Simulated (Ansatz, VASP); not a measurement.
**Two plane-wave programs on SnO2**

```
CELL_PARAMETERS angstrom
4.72236 0.00000 0.00000
0.00000 4.72236 0.00000
0.00000 0.00000 3.19044
ATOMIC_POSITIONS crystal
Sn 0.00000 0.00000 0.00000
Sn 0.50000 0.50000 0.50000
O 0.30607 0.30607 0.00000
O 0.19393 0.80607 0.50000
O 0.69393 0.69393 0.00000
O 0.80607 0.19393 0.50000
```

Alike in both runs: functional LDA; k mesh 6 × 6 × 8; occupations gaussian, width 0.02 eV; no spin polarisation.

Ansatz relaxed the structure, and its values are those at the end. VASP's run is a single point on that final structure, the one shown.

|  | VASP | Ansatz |
| --- | --- | --- |
| version | VASP 6.6.1 | Ansatz 0.2.0 |
| potentials or method | VASP PAW LDA potentials, release 64 (Sn_d, O), cutoff 520 eV | scalar-relativistic, plane waves, PAW |
| valence electrons in the cell | 52 | 52 |

Ansatz gave:

| Property | Result |
| --- | --- |
| gap on the k mesh at the Fermi level (eV) | 1.16 |
| least direct gap on the mesh (eV) | 1.16 |
| pressure (GPa) | 0.0 |
| rms of the force components (eV/Å) | 0.000 |

Which values does VASP return?

gap on the k mesh at the Fermi level (eV): 1.20; least direct gap on the mesh (eV): 1.20; pressure (GPa): 1.1; rms of the force components (eV/Å): 0.010.

LDA's correlation is that of Perdew and Zunger in VASP and of Perdew and Wang (1992) in Ansatz.
